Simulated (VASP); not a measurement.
Runs of VASP 6.6.1 on Ga2P. The structure is that of space group F-43m (No. 216), or close to it. The cells are those of the table. 

```tsv
task	cell	k mesh	cutoff (eV)	gap on the mesh (eV)	pressure (GPa)	relaxed volume (Å³/atom)
relaxation of cell and atoms	relaxed from a = 4.584 Å, angles 60.0°, 3 atoms	4 × 4 × 4	600	none	0.0	20.88
relaxation of cell and atoms	relaxed from a = 4.438 Å, angles 60.0°, 3 atoms	12 × 12 × 12	600	none	0.0	(a)
single point	a = 4.462 Å, angles 60.0°, 3 atoms	4 × 4 × 4	520	none	0.0	-
single point	a = 4.424 Å, angles 60.0°, 3 atoms	12 × 12 × 12	520	none	0.1	-
single point	a = 4.438 Å, angles 60.0°, 3 atoms	6 × 6 × 6	520	none	0.1	-
```

Alike in all rows: level PBE; potentials or basis VASP PAW PBE potentials, release 64 (Ga_d, P); no spin polarisation; smearing gaussian 0.1 eV.

Question: Fill in the values left out.

Answer: (a) 20.42.

Caveats: some runs use coarse meshes.

A k mesh can miss the band edges, and the runs leave out spin-orbit coupling on Ga.

A gap of «none» marks levels without a gap at the run's occupations.
